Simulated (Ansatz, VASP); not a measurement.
AlN: VASP beside Ansatz

INCAR

```
  ALGO = Normal
  EDIFF = 1E-8
  ENCUT = 520
  GGA_COMPAT = F
  ISIF = 2
  ISMEAR = -1
  LASPH = T
  LCHARG = F
  LEFG = T
  LREAL = F
  LWAVE = F
  NBANDS = 11
  NELM = 120
  PREC = Accurate
  SIGMA = 0.02
```

KPOINTS

```
k-points
0
Gamma
  10 10 10
```

POSCAR

```
AlN
1.0
    0.0000000000      1.9780000000      1.9582200000
    1.9780000000      0.0000000000      1.9582200000
    1.9780000000      1.9780000000      0.0000000000
Al N
1 1
Direct
    0.0000000000      0.0000000000      0.0000000000
    0.5000000000      0.5000000000      0.5000000000
```

Input for Ansatz:

```yaml
crystal:
  lattice:
    - [0.0, 1.978, 1.95822]
    - [1.978, 0.0, 1.95822]
    - [1.978, 1.978, 0.0]
  atoms:
    - { symbol: Al, position: [0.0, 0.0, 0.0] }
    - { symbol: "N", position: [0.5, 0.5, 0.5] }
kpoints:
  mp_grid: { grid: [10, 10, 10] }
scf:
  occupations: { method: fermi_dirac, width: 0.02 }
hamiltonian:
  xc: lda
  pseudopotentials: { kind: all_electron, datasets: crystal }
output:
  forces: true
  stress: true
  eigenvalues: true
  efg: { contact_densities: true }
```

Change from the starting cell: zz strain of -1 %, crystal datasets.

Alike in both runs: task electric field gradients; functional LDA; k mesh 10 × 10 × 10; occupations fermi-dirac, width 0.02 eV; no spin polarisation.

|  | VASP | Ansatz |
| --- | --- | --- |
| version | VASP 6.6.1 | Ansatz 0.2.0 |
| potentials or method | VASP PAW LDA potentials, release 64 (Al, N), cutoff 520 eV | all-electron PAW with datasets made for the crystal, scalar-relativistic |

|  | VASP | Ansatz | Ansatz less VASP |
| --- | --- | --- | --- |
| gap on the k mesh at the Fermi level (eV) | 4.96 | 4.98 | +0.022 |
| pressure (GPa) | 16.7 | 15.8 | -0.83 |
| traceless stress, the component that is largest in VASP (GPa) | 2.87 | 2.81 | -0.059 |
| size of Vzz on the site where it differs most (V/Å²) | 4.3 | 4.1 | -0.23 |

LDA's correlation is that of Perdew and Zunger in VASP and of Perdew and Wang (1992) in Ansatz. Ansatz ran all-electron here, and VASP with PAW potentials.
